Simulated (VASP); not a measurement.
# MgO in VASP: further runs, part 2 of 2

VASP 6.6.1.

### 3 Dielectric tensor, r2SCAN

This run uses another cell than the first one, of 9.29 Å³/atom.

The input, INCAR:

```
PREC = Accurate ; ENCUT = 520
EDIFF = 1E-8 ; ISMEAR = 0
SIGMA = 0.01 ; LREAL = F
LASPH = T ; NELM = 60
ALGO = Normal ; ISIF = 2
LWAVE = F ; LCHARG = F
METAGGA = R2SCAN ; LMIXTAU = T
LCALCEPS = T
```

The input, KPOINTS:

```
Automatic mesh
0
Gamma
  8 8 8
```

The input, POSCAR:

```
MgO
1.0
    0.0000000000      2.1021674155      2.1021674155
    2.1021674155      0.0000000000      2.1021674155
    2.1021674155      2.1021674155      0.0000000000
Mg O
1 1
Direct
    0.0000000000      0.0000000000      0.0000000000
    0.5000000000      0.5000000000      0.5000000000
```

Potentials or basis: VASP PAW PBE potentials, release 64 (Mg, O).

On the command line:

```sh
> cat potpaw_PBE.64/Mg/POTCAR potpaw_PBE.64/O/POTCAR > POTCAR
> mpirun -np 1 vasp_std > vasp.out
```

OUTCAR:

```text
PREC = Accurate
   ENCUT = 520
   EDIFF = 1E-8
   ISMEAR = 0
   LREAL = F
   LASPH = T
   NELM = 60
   ISIF = 2
   METAGGA = R2SCAN

 ion  position               nearest neighbor table
   1  0.000  0.000  0.000-   2 2.10   2 2.10   2 2.10   2 2.10   2 2.10   2 2.10
   2  0.500  0.500  0.500-   1 2.10   1 2.10   1 2.10   1 2.10   1 2.10   1 2.10

  LATTYP: Found a face centered cubic cell.
 ALAT       =     4.2043348310

  Lattice vectors:

 A1 = (   0.0000000000,   2.1021674155,   2.1021674155)
 A2 = (   2.1021674155,   0.0000000000,   2.1021674155)
 A3 = (   2.1021674155,   2.1021674155,   0.0000000000)

Analysis of symmetry for initial positions (statically):
=====================================================================
 Subroutine PRICEL returns:
 Original cell was already a primitive cell.

 Routine SETGRP: Setting up the symmetry group for a
 face centered cubic supercell.

 Subroutine GETGRP returns: Found 48 space group operations
 (whereof 48 operations were pure point group operations)
 out of a pool of 48 trial point group operations.

The static configuration has the point symmetry O_h .

Analysis of symmetry for dynamics (positions and initial velocities):
=====================================================================
 Subroutine PRICEL returns:
 Original cell was already a primitive cell.

 Routine SETGRP: Setting up the symmetry group for a
 face centered cubic supercell.

 Subroutine GETGRP returns: Found 48 space group operations
 (whereof 48 operations were pure point group operations)
 out of a pool of 48 trial point group operations.

The dynamic configuration has the point symmetry O_h .
[... 412 lines left out ...]
  band No.  band energies     occupation
      1     -14.0032      2.00000
      2      -1.2022      2.00000
      3       0.8624      2.00000
      4       1.8031      2.00000
      5   10000.0000      0.00000
      6   10000.0000      0.00000
      7   10000.0000      0.00000
      8   10000.0000      0.00000

 [... further k-points ...]

------------------------ aborting loop because EDIFF is reached ----------------------------------------

            Ionic dipole moment: p[ion]=(   -12.61300   -12.61300   -12.61300 ) |e| Angst

 Total electronic dipole moment: p[elc]=(     0.00000     0.00000     0.00197 ) |e| Angst

 MACROSCOPIC STATIC DIELECTRIC TENSOR (including local field effects)
 ------------------------------------------------------
           2.923065    -0.000000    -0.000000
          -0.000000     2.923065    -0.000000
           0.000000     0.000000     2.923065
 ------------------------------------------------------

 PIEZOELECTRIC TENSOR (including local field effects) (e Angst)
          XX          YY          ZZ          XY          YZ          ZX
  --------------------------------------------------------------------------------
  x     0.00000     0.00000     0.00000     0.00000     0.00000     0.00000
  y     0.00000     0.00000     0.00000     0.00000     0.00000     0.00000
  z     0.00000     0.00000     0.00000     0.00000     0.00000     0.00000

 PIEZOELECTRIC TENSOR (including local field effects) (C/m^2)
          XX          YY          ZZ          XY          YZ          ZX
  --------------------------------------------------------------------------------
  x     0.00000     0.00000     0.00000     0.00000     0.00000     0.00000
  y     0.00000     0.00000     0.00000     0.00000     0.00000     0.00000
  z     0.00000     0.00000     0.00000     0.00000     0.00000     0.00000

 BORN EFFECTIVE CHARGES (including local field effects) (in |e|, cummulative output)
 ---------------------------------------------------------------------------------
 ion    1
    1     1.94189     0.00000     0.00000
    2     0.00000     1.94189    -0.00000
    3    -0.00000     0.00000     1.94189
 ion    2
    1    -1.94189    -0.00000     0.00000
    2    -0.00000    -1.94189     0.00000
    3    -0.00000    -0.00000    -1.94189

  FORCE on cell =-STRESS in cart. coord.  units (eV):
  Direction    XX          YY          ZZ          XY          YZ          ZX
  --------------------------------------------------------------------------------------
  -------------------------------------------------------------------------------------
  Total       -0.1319409     -0.1319409     -0.1319409      0.0000000     -0.0000000      0.0000000
  in kB      -11.3777945    -11.3777945    -11.3777945      0.0000000     -0.0000000      0.0000000
  external PRESSURE =     -11.3777945 kB  Pullay stress =       0.0000000 kB

 VOLUME and BASIS-vectors are now :
 -----------------------------------------------------------------------------
  energy-cutoff  :      520.00
  volume of cell :       18.58
      direct lattice vectors                 reciprocal lattice vectors
     0.000000000  2.102167415  2.102167415    -0.237849753  0.237849753  0.237849753
     2.102167415  0.000000000  2.102167415     0.237849753 -0.237849753  0.237849753
     2.102167415  2.102167415  0.000000000     0.237849753  0.237849753 -0.237849753

 POSITION                                       TOTAL-FORCE (eV/Angst)
 -----------------------------------------------------------------------------------
      0.00000      0.00000      0.00000         0.000000      0.000000      0.000000
      2.10217      2.10217      2.10217         0.000000      0.000000      0.000000
 -----------------------------------------------------------------------------------
    total drift:                               -0.000000     -0.000000      0.000000

  FREE ENERGIE OF THE ION-ELECTRON SYSTEM (eV)
  ---------------------------------------------------
  free  energy   TOTEN  =       -16.1610929939 eV

  energy  without entropy=      -16.1610929939  energy(sigma->0) =      -16.16109299
```

stdout:

```text
POSCAR found type information on POSCAR MgO
 POSCAR found :  2 types and       2 ions
 scaLAPACK will be used
 -----------------------------------------------------------------------------
[... 86 lines left out ...]
 p_tot=( -0.126E+02 -0.126E+02 -0.126E+02 )
dp_tot=(  0.108E-06  0.106E-06  0.195E-02 )  diag[e(oo)]=(    ---      ---    2.89524 )
 p_tot=( -0.126E+02 -0.126E+02 -0.126E+02 )
dp_tot=(  0.110E-06  0.107E-06  0.195E-02 )  diag[e(oo)]=(    ---      ---    2.89737 )
 p_tot=( -0.126E+02 -0.126E+02 -0.126E+02 )
dp_tot=(  0.112E-06  0.110E-06  0.196E-02 )  diag[e(oo)]=(    ---      ---    2.91131 )
 final diagonalization full
 p_tot=( -0.126E+02 -0.126E+02 -0.126E+02 )
dp_tot=(  0.113E-06  0.111E-06  0.197E-02 )  diag[e(oo)]=(    ---      ---    2.92310 )
```

Wall time 11 min (1 thread of AMD EPYC 9R45 (Zen 5), shared host); peak memory 0.22 GiB.

Results:

| Quantity | Value |
| --- | --- |
| Band gap on the k mesh | 5.66 eV |
| Electronic dielectric tensor (diagonal) | 2.92 |
| Born charges (mean of the diagonal) | Mg +1.94; O -1.94 e |

Levels at points of the mesh, in eV from the valence-band top:
| k point | band 1 | band 2 | band 3 | band 4 | band 5 | band 6 | band 7 | band 8 |
| --- | --- | --- | --- | --- | --- | --- | --- | --- |
| (0.00, 0.00, 0.00) | -18.23 | 0.00 | 0.00 | 0.00 | 5.66 | 16.87 | 16.87 | 16.87 |
| (0.50, 0.00, 0.00) | -16.97 | -4.64 | -0.68 | -0.68 | 8.84 | 13.87 | 17.48 | 17.48 |
| (0.50, 0.50, 0.00) | -16.72 | -4.12 | -1.38 | -1.38 | 10.04 | 11.12 | 14.35 | 20.46 |

Electronic dielectric tensor:
```
2.92 0.00 0.00
0.00 2.92 0.00
0.00 0.00 2.92
```

Born effective charge tensors (e):
atom 1, Mg
```
1.94 0.00 0.00
0.00 1.94 0.00
0.00 0.00 1.94
```
atom 2, O
```
-1.94  0.00  0.00
 0.00 -1.94  0.00
 0.00  0.00 -1.94
```

Dipole moments of the cell (e·Å, modulo the quantum): ionic -12.613, -12.613, -12.613; electronic 0.000, 0.000, 0.002

Caveat: the PAW data sets were made with another functional, which shifts forces and pressure a little.
